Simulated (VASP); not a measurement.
Set up this calculation in VASP 6.6.1, as the native input.

| Property | Result |
| --- | --- |
| Task | single point |
| Functional | PBE |
| Potentials or basis | VASP PAW PBE potentials, release 64 (Na_pv) |
| Cutoff | 520 eV |
| k mesh | 9 × 9 × 9 |
| Occupations | fermi-dirac, width 0.05 eV |
| Spin | no spin polarisation |
| Dipole correction | no |
| Further INCAR settings | ALGO = Normal; EDIFF = 1e-06; NBANDS = 10 |

The structure of Na lies in POSCAR:

```
Na
1.0
   -2.1410000000      2.1410000000      2.1410000000
    2.1410000000     -2.1410000000      2.1410000000
    2.1410000000      2.1410000000     -2.1410000000
Na
1
Direct
    0.0000000000      0.0000000000      0.0000000000
```

The input as run:

INCAR

```
SYSTEM = Na
PREC     = Accurate       ! precision mode
ENCUT    = 520            ! plane-wave cutoff, eV
EDIFF    = 1E-6           ! SCF threshold, eV
ISMEAR   = -1             ! smearing method
SIGMA    = 0.05           ! smearing width, eV
LREAL    = .FALSE.        ! projectors in reciprocal space
LASPH    = .TRUE.         ! aspherical terms in the spheres
NELM     = 100            ! most SCF steps
ALGO     = Normal         ! electronic algorithm
ISIF     = 2              ! what is computed and relaxed
LWAVE    = .FALSE.        ! write WAVECAR
LCHARG   = .FALSE.        ! write CHGCAR
GGA      = PE             ! functional
NBANDS   = 10             ! bands
```

KPOINTS

```
regular mesh
0
G
  9 9 9
  0 0 0
```

Potentials or basis: VASP PAW PBE potentials, release 64 (Na_pv).

The run is started by

```sh
$ cat potpaw_PBE.64/Na_pv/POTCAR > POTCAR
$ mpirun -np 1 vasp_std > vasp.out
```

It gave:

```json
{
 "Pressure": "-0.5 GPa"
}
```

Wall time 3.4 s on 1 thread of Intel(R) Xeon(R) 6975P-C (Granite Rapids), with other jobs on the host, peak memory 0.15 GiB.
